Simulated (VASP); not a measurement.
Hf: single point with PBEsol

Hf:

```xyz
2
Lattice="3.1589 0.0000 0.0000 -1.5794 2.7357 0.0000 0.0000 0.0000 5.0011" Properties=species:S:1:pos:R:3 pbc="T T T"
Hf    0.0000    1.8238    1.2503
Hf    1.5794    0.9119    3.7508
```

```json
{"Program": "VASP 6.6.1", "Task": "single point", "Functional": "PBEsol", "Potentials or basis": "VASP PAW PBE potentials, release 64 (Hf_pv)", "Cutoff": "520 eV", "k mesh": "14 × 14 × 8", "Occupations": "fermi-dirac, width 0.08 eV", "Spin": "no spin polarisation", "Dipole correction": "no", "Further INCAR settings": "ALGO = Normal; EDIFF = 1e-06; NBANDS = 17"}
```

```yaml
Pressure: -0.4 GPa
Band_gap_on_the_k_mesh: zero (bands 10 and 11 overlap by 1.51 eV)
```

Stress tensor (GPa, compression positive):
```
-0.34  0.00  0.00
 0.00 -0.34  0.00
 0.00  0.00 -0.45
```

Levels at points of the mesh, in eV from the Fermi level:
```tsv
k point	band 6	band 7	band 8	band 9	band 10	band 11	band 12	band 13	band 14	band 15
(0.00, 0.00, 0.00)	-30.02	-7.50	-3.82	0.80	1.18	1.18	1.47	2.04	2.04	2.71
(0.50, 0.00, 0.00)	-30.12	-3.41	-2.87	-2.33	-0.72	0.78	0.92	1.74	6.13	6.67
(0.00, 0.00, 0.50)	-30.09	-5.45	-5.45	0.14	0.14	1.07	1.07	1.07	1.07	4.97
(0.50, 0.00, 0.50)	-30.24	-3.52	-3.52	-1.04	-1.04	1.32	1.32	2.72	2.72	6.34
```

Wall time 23 s on 1 thread of Intel(R) Xeon(R) 6975P-C (Granite Rapids), with other jobs on the host, peak memory 0.21 GiB.

Caveat: the PAW data sets were made with another functional, which shifts forces and pressure a little; spin-orbit coupling is left out, which moves the levels of the heavy elements.
